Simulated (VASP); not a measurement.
SiC:

```xyz
4
Lattice="2.9588 -0.0307 -0.0776 -1.5060 2.6461 0.0218 -0.1274 -0.0322 4.7965" Properties=species:S:1:pos:R:3 pbc="T T T"
Si   -0.0002    1.8132   -0.0174
Si    1.4120    0.8371    2.3806
C    -0.0588    1.6875    1.8122
C     1.3272    0.8360    4.2029
```

This cell differs from its parent crystal: atoms moved at random and the cell strained at random.

Base run:

| Quantity | Value |
| --- | --- |
| Program | VASP 6.6.1 |
| Functional | PBE |
| Potentials or basis | VASP PAW PBE potentials, release 64 (Si, C) |
| Cutoff | 600 eV |
| k mesh | 12 × 12 × 6 |
| Occupations | gaussian, width 0.05 eV |
| Spin | no spin polarisation |

Its results: band gap on the k mesh 1.78 eV (least direct gap 3.85 eV); pressure 31.5 GPa; largest force 1.431 eV/Å.

Problem. The run is repeated on the same cell with these changes: functional from PBE to PBEsol. What comes out?

Solution. Band gap on the k mesh 1.62 eV (least direct gap 3.73 eV); pressure 28.1 GPa; largest force 1.428 eV/Å.

PBEsol binds more tightly than PBE, so the same cell stands under less pressure.

Caveats: the stress differs along the axes, from 21 to 39 GPa (at least some runs); forces of over 1 eV/Å act on the atoms, so gaps and moduli don't describe the material at rest (at least some runs); the stress differs along the axes, from 17 to 36 GPa (at least some runs); the PAW data sets were made with another functional, which shifts forces and pressure a little (at least some runs).

A k mesh can miss the band edges.
